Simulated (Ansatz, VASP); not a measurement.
# One calculation of Mg2FeH6, two programs

```
CELL_PARAMETERS angstrom
0.00000 3.17053 3.17053
3.17053 0.00000 3.17053
3.17053 3.17053 0.00000
ATOMIC_POSITIONS crystal
Mg 0.25000 0.25000 0.25000
Mg 0.75000 0.75000 0.75000
Fe 0.00000 0.00000 0.00000
H 0.75662 0.24338 0.24338
H 0.24338 0.75662 0.24338
H 0.24338 0.75662 0.75662
H 0.75662 0.24338 0.75662
H 0.24338 0.24338 0.75662
H 0.75662 0.75662 0.24338
```

Alike in both runs: functional LDA; k mesh 8 × 8 × 8; occupations gaussian, width 0.02 eV; no spin polarisation.

Ansatz relaxed the structure, and its values are those at the end. VASP's run is a single point on that final structure, the one shown.

```csv
,VASP,Ansatz
version,VASP 6.6.1,Ansatz 0.2.0
potentials or method,"VASP PAW LDA potentials, release 64 (Mg, Fe, H), cutoff 520 eV","scalar-relativistic, plane waves, PAW"
valence electrons in the cell,18,42
```

|  | VASP | Ansatz | Ansatz less VASP |
| --- | --- | --- | --- |
| gap on the k mesh at the Fermi level (eV) | 1.75 | 1.77 | +0.018 |
| least direct gap on the mesh (eV) | 1.75 | 1.77 | +0.018 |
| pressure (GPa) | -3.0 | -2.5 | +0.56 |
| rms of the force components (eV/Å) | 0.018 | 0.000 | -0.0176 |

LDA's correlation is that of Perdew and Zunger in VASP and of Perdew and Wang (1992) in Ansatz. VASP's potentials hold 18 valence electrons a cell and Ansatz's 42, so a difference there can come from the potentials and not from the codes. Ansatz's warnings: stress scf threshold loose.
